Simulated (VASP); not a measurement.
A run of VASP 6.6.1 is set up as follows.

The input INCAR:

```
ALGO = Fast
EDIFF = 1E-6
ENCUT = 520
GGA = PS
ISIF = 2
ISMEAR = 0
IVDW = 12
LASPH = True
LCHARG = False
LREAL = False
LWAVE = False
NBANDS = 14
NELM = 60
PREC = Accurate
SIGMA = 0.15
```

KPOINTS

```
k-points
0
Gamma
  18 18 18
```

File POSCAR:

```
Bi
1.0
   -1.9183147866      1.9183147866      1.7801961220
    1.9183147866     -1.9183147866      1.7801961220
    1.9183147866      1.9183147866     -1.7801961220
Bi
1
Direct
    0.0000000000      0.0000000000      0.0000000000
```

Potentials or basis: VASP PAW PBE potentials, release 64 (Bi_d).

Command:

```sh
$ cat potpaw_PBE.64/Bi_d/POTCAR > POTCAR
$ mpirun -np 1 vasp_std > vasp.out
```

Problem. Predict the pressure.

Solution. 7.3 GPa.

Problem. Predict the band gap on the k mesh.

Solution. Zero (an odd number of electrons rules out a gap without spin polarisation).

Stress tensor (GPa, compression positive):
```
6.68 0.00 0.00
0.00 6.68 0.00
0.00 0.00 8.53
```

Caveat: the cell stands under pressure; the PAW data sets were made with another functional, which shifts forces and pressure a little; spin-orbit coupling is left out, which moves the levels of the heavy elements.
